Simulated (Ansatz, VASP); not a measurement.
## BN: VASP beside Ansatz

File INCAR:

```
SYSTEM = BN
PREC = Accurate ; ENCUT = 520
EDIFF = 1E-7 ; ISMEAR = 0
SIGMA = 0.05 ; LREAL = .False.
LASPH = .True. ; NELM = 80
ALGO = Normal ; ISIF = 2
LWAVE = .False. ; LCHARG = .True.
LELF = .True. ; LVHAR = .True.
NBANDS = 36
```

File KPOINTS:

```
regular mesh
0
Gamma
  10 10 2
  0 0 0
```

POSCAR

```
BN
1.0
   -2.5539396017      0.0000000000      0.0000000000
    1.2769698009     -2.2117765748      0.0000000000
    0.0000000000      0.0000000000     14.6805650000
B N
6 6
Direct
    0.3333333333      0.6666666667      0.1978379930
    0.3333333333      0.6666666667      0.4857598134
    0.3333333333      0.6666666667      0.7736816338
    0.6666666667      0.3333333333      0.0538770827
    0.6666666667      0.3333333333      0.3417989032
    0.6666666667      0.3333333333      0.6297207236
    0.3333333333      0.6666666667      0.0900262431
    0.3333333333      0.6666666667      0.3779480636
    0.3333333333      0.6666666667      0.6658698840
    0.6666666667      0.3333333333      0.8098307942
    0.6666666667      0.3333333333      0.2339871534
    0.6666666667      0.3333333333      0.5219089738
```

Input for Ansatz:

```yaml
crystal:
  lattice:
    - [-2.5539396017, 0.0, 0.0]
    - [1.2769698009, -2.2117765748, 0.0]
    - [0.0, 0.0, 14.680565]
  atoms:
    - { symbol: B, position: [0.3333333333, 0.6666666667, 0.197837993] }
    - { symbol: B, position: [0.3333333333, 0.6666666667, 0.4857598134] }
    - { symbol: B, position: [0.3333333333, 0.6666666667, 0.7736816338] }
    - { symbol: B, position: [0.6666666667, 0.3333333333, 0.0538770827] }
    - { symbol: B, position: [0.6666666667, 0.3333333333, 0.3417989032] }
    - { symbol: B, position: [0.6666666667, 0.3333333333, 0.6297207236] }
    - { symbol: "N", position: [0.3333333333, 0.6666666667, 0.0900262431] }
    - { symbol: "N", position: [0.3333333333, 0.6666666667, 0.3779480636] }
    - { symbol: "N", position: [0.3333333333, 0.6666666667, 0.665869884] }
    - { symbol: "N", position: [0.6666666667, 0.3333333333, 0.8098307942] }
    - { symbol: "N", position: [0.6666666667, 0.3333333333, 0.2339871534] }
    - { symbol: "N", position: [0.6666666667, 0.3333333333, 0.5219089738] }
basis:
  ecutwfc: 420
kpoints:
  mp_grid: { grid: [10, 10, 2] }
hamiltonian:
  xc: lda
scf:
  occupations: { method: gaussian, width: 0.05 }
output:
  forces: true
  stress: true
  eigenvalues: true
  write_density: true
  write_potential: true
  elf: true
  volumetric_format: npy
```

Alike in both runs: task single point; functional LDA; k mesh 10 × 10 × 2; occupations gaussian, width 0.05 eV; no spin polarisation.

```csv
,VASP,Ansatz
version,VASP 6.6.1,Ansatz 0.2.0
potentials or method,"VASP PAW LDA potentials, release 64 (B, N), cutoff 520 eV","scalar-relativistic, plane waves, PAW"
valence electrons in the cell,48,48
```

Ansatz gave:

| Property | Result |
| --- | --- |
| gap on the k mesh at the Fermi level (eV) | none |
| pressure (GPa) | -15.3 |
| traceless stress, the component that is largest in VASP (GPa) | -2.00 |
| rms of the force components (eV/Å) | 0.954 |

Problem. What did VASP give for the same quantities?

Solution. gap on the k mesh at the Fermi level (eV): none; pressure (GPa): -14.6; traceless stress, the component that is largest in VASP (GPa): -2.16; rms of the force components (eV/Å): 0.954.

LDA's correlation is that of Perdew and Zunger in VASP and of Perdew and Wang (1992) in Ansatz. Atom by atom the forces differ by 0.008 eV/Å (rms over components). A gap of «none» marks a metal or a gap that the smearing closes.
